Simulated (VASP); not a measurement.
## C: single point with PBEsol

Crystal: C.

```xyz
2
Lattice="0.0000 2.0632 3.3480 1.1912 0.0000 3.3480 1.1912 2.0632 0.0000" Properties=species:S:1:pos:R:3 pbc="T T T"
C     1.1912    0.6877    3.3480
C     1.1912    3.4386    3.3480
```

This cell differs from its parent crystal: equal xx and yy strain of -3 %.

- Program: VASP 6.6.1
- Task: single point
- Functional: PBEsol
- Potentials or basis: VASP PAW PBE potentials, release 64 (C)
- Cutoff: 520 eV
- k mesh: 18 × 18 × 18
- Occupations: fermi-dirac, width 0.05 eV
- Spin: no spin polarisation
- Dipole correction: no
- Further INCAR settings: ALGO = Normal; EDIFF = 1e-06; NBANDS = 11

```json
{
 "Pressure": "31.7 GPa",
 "Band gap on the k mesh": "0.08 eV, indirect (least direct gap 0.15 eV)"
}
```

Forces in eV/Å, atoms in the order of the input:
```
C    0.000  0.003  0.000
C    0.000 -0.003  0.000
```

Stress tensor (GPa, compression positive):
```
46.99  0.00  0.00
 0.00 46.49  0.00
 0.00  0.00  1.55
```

Levels at points of the mesh, in eV from the valence-band top:
```
           k point  band 1  band 2  band 3  band 4  band 5  band 6  band 7  band 8
(0.00, 0.00, 0.00)  -20.41   -7.27   -2.88   -2.86    3.69    9.04    9.11   12.75
(0.50, 0.00, 0.00)  -14.49  -13.85   -6.61   -2.53    1.68    8.45   12.79   13.70
(0.50, 0.50, 0.00)  -20.11   -9.24   -2.89   -2.87    9.01    9.07   10.07   12.89
(0.50, 0.00, 0.50)  -14.59  -13.93   -6.59   -1.78    2.60    8.66   11.26   11.41
(0.00, 0.50, 0.50)  -14.37  -13.77   -6.63   -3.20    0.94    8.26   14.23   17.53
```

Run time: 2.6 min on 1 thread of Intel Xeon 6975P-C, with other jobs on the host, peak memory 0.24 GiB.

Caveat: the cell differs from its parent crystal (equal xx and yy strain of -3 %); the PAW data sets were made with another functional, which shifts forces and pressure a little. A k mesh can miss the band edges.
